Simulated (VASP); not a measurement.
Write the native input for VASP 6.6.1 that does the following.

```
Task                   : single point
Functional             : PBEsol
Potentials or basis    : VASP PAW PBE potentials, release 64 (Zn, Cd)
Cutoff                 : 520 eV
k mesh                 : 12 × 12 × 12
Occupations            : gaussian, width 0.1 eV
Spin                   : no spin polarisation
Dipole correction      : no
Further INCAR settings : ALGO = Normal; EDIFF = 1e-07; NBANDS = 19
```

The structure of ZnCd lies in POSCAR:

```
ZnCd
1.0
    3.2965146361      0.0000000000      0.0000000000
    0.0000000000      3.2965146361      0.0000000000
    0.0000000000      0.0000000000      3.2965146361
Zn Cd
1 1
Direct
    0.5000000000      0.5000000000      0.5000000000
    0.0000000000      0.0000000000      0.0000000000
```

One way to write it, as run:

INCAR

```
PREC = Accurate
ENCUT = 520
EDIFF = 1E-7
ISMEAR = 0
SIGMA = 0.1
LREAL = False
LASPH = True
NELM = 100
ALGO = Normal
ISIF = 2
LWAVE = False
LCHARG = False
GGA = PS
NBANDS = 19
```

KPOINTS

```
regular mesh
0
Gamma
  12 12 12
```

Potentials or basis: VASP PAW PBE potentials, release 64 (Zn, Cd).

Command:

```bash
$ cat potpaw_PBE.64/Zn/POTCAR potpaw_PBE.64/Cd/POTCAR > POTCAR
$ mpirun -np 1 vasp_std > vasp.out
```

Results of the run:

```
Pressure               : 0.4 GPa
Band gap on the k mesh : zero (band 12 reaches 6.85 eV, above the bottom of band 13 at 2.04 eV)
```

Caveat: the PAW data sets were made with another functional, which shifts forces and pressure a little.

Wall time 32 s on 1 thread of Intel(R) Xeon(R) Platinum 8488C (Sapphire Rapids), with other jobs on the host, peak memory 0.19 GiB.
